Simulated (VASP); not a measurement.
Input of a VASP 6.6.1 run:

Contents of POSCAR:

```
Ge
1.0
    1.3746597756     -2.3808508972      0.0000000000
    1.3746597756      2.3808508972      0.0000000000
    0.0000000000      0.0000000000      5.1097475285
Ge
2
Direct
    0.5000146145      0.4999853855      0.7500000000
    0.4999853855      0.5000146145      0.2500000000
```

The input INCAR.step1:

```
ALGO = Normal ; EDIFF = 1E-5
ENCUT = 550 ; GGA = PE
GGA_COMPAT = F ; ISMEAR = 1
LASPH = T ; LCHARG = F
LREAL = F ; LWAVE = T
NBANDS = 21 ; NELM = 120
PREC = Accurate ; SIGMA = 0.1
```

File INCAR.step2:

```
ALGO = Normal ; EDIFF = 1E-6
ENCUT = 550 ; GGA_COMPAT = F
ISIF = 2 ; ISMEAR = 1
ISTART = 1 ; LASPH = T
LCHARG = F ; LMIXTAU = T
LREAL = F ; LWAVE = F
METAGGA = R2SCAN ; NBANDS = 21
NELM = 120 ; PREC = Accurate
SIGMA = 0.1
```

The input KPOINTS:

```
k-points
0
Gamma
  13 13 7
```

Potentials or basis: VASP PAW PBE potentials, release 64 (Ge_d).

Launch:

```bash
$ cat potpaw_PBE.64/Ge_d/POTCAR > POTCAR
$ cp INCAR.step1 INCAR
$ mpirun -np 1 vasp_std > vasp.out
$ cp INCAR.step2 INCAR
$ mpirun -np 1 vasp_std > vasp.out
```

Problem. What does it give for the pressure?

Solution. 9.9 GPa.

Problem. What does it give for the band gap on the k mesh?

Solution. Zero (bands 14 and 15 overlap by 10.40 eV).

Stress tensor (GPa, compression positive):
```
 9.85  0.00  0.00
 0.00  9.85  0.00
 0.00  0.00 10.03
```

Caveat: the cell stands under pressure; the PAW data sets were made with another functional, which shifts forces and pressure a little.
